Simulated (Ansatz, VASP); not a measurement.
**In2BiN2 in VASP and in Ansatz**

```
In Bi N
1.0
    -2.20282    2.20282    6.00490
     2.20282   -2.20282    6.00490
     2.20282    2.20282   -6.00490
In Bi N
2 1 2
Direct
  0.25000 0.75000 0.50000
  0.75000 0.25000 0.50000
  0.00000 0.00000 0.00000
  0.78350 0.78350 0.00000
  0.21650 0.21650 0.00000
```

Alike in both runs: functional PBE; k mesh 6 × 6 × 6; occupations gaussian, width 0.1 eV; no spin polarisation.

Ansatz relaxed the structure, and its values are those at the end. VASP's run is a single point on that final structure, the one shown.

|  | VASP | Ansatz |
| --- | --- | --- |
| version | VASP 6.6.1 | Ansatz 0.2.0 |
| potentials or method | VASP PAW PBE potentials, release 64 (In_d, Bi_d, N), cutoff 520 eV | scalar-relativistic, plane waves, PAW |
| valence electrons in the cell | 51 | 51 |

|  | VASP | Ansatz | Ansatz less VASP |
| --- | --- | --- | --- |
| gap on the k mesh at the Fermi level (eV) | none | none | - |
| pressure (GPa) | 0.2 | 0.1 | -0.05 |

A gap of «none» marks a metal or a gap that the smearing closes. The functional is the same, so the differences come from potentials, cutoffs and numerics.

Spin-orbit coupling is off throughout.
